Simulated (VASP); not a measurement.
Runs of VASP 6.6.1 on Sc. The structure is that of space group Im-3m (No. 229), or close to it. The cells are those of the table. 

| task | cell | k mesh for the DOS | occupations for the DOS | gap on the mesh (eV) | pressure (GPa) |
| --- | --- | --- | --- | --- | --- |
| single point | a = 3.076 Å, angles 109.5°, 1 atom | - | - | none | 6.6 |
| single point | a = 2.829 Å, angles 109.5°, 1 atom | - | - | none | (b) |
| single point | a = 2.347 Å, angles 109.5°, 1 atom | - | - | none | 169.7 |
| single point | a = 2.687 Å, angles 109.5°, 1 atom | - | - | none | (a) |
| single point | a = 3.186 Å, angles 109.5°, 1 atom | - | - | none | 0.0 |

Alike in all rows: level PBE; potentials or basis VASP PAW PBE potentials, release 64 (Sc_sv); no spin polarisation; k mesh 16 × 16 × 16; cutoff (eV) 520; smearing fermi-dirac 0.05 eV.

Q: Fill in the values left out.

A: (a) 57.0; (b) 32.3.

A gap of «none» marks levels without a gap at the run's occupations.
